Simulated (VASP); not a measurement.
A run of VASP 6.6.1 is set up as follows.

The input INCAR:

```
PREC = Accurate ; ENCUT = 520
EDIFF = 1E-6 ; ISMEAR = -1
SIGMA = 0.1 ; LREAL = F
LASPH = T ; NELM = 80
ALGO = Normal ; ISIF = 2
LWAVE = F ; LCHARG = F
GGA = PS ; NBANDS = 8
```

File KPOINTS:

```
Automatic mesh
0
Gamma
  20 20 20
```

Contents of POSCAR:

```
Si
1.0
    2.5107825018      0.0000000000      0.0000000000
    0.0000000000      2.5107825018      0.0000000000
    0.0000000000      0.0000000000      2.5107825018
Si
1
Direct
    0.0000000000      0.0000000000      0.0000000000
```

Potentials or basis: VASP PAW PBE potentials, release 64 (Si).

Run with:

```bash
$ cat potpaw_PBE.64/Si/POTCAR > POTCAR
$ mpirun -np 1 vasp_std > vasp.out
```

Task: Estimate the band gap on the k mesh.

Result: Zero (band 2 reaches 15.96 eV, above the bottom of band 3 at 5.56 eV).

Task: Estimate the pressure.

Result: 0.3 GPa.

Caveat: the PAW data sets were made with another functional, which shifts forces and pressure a little.
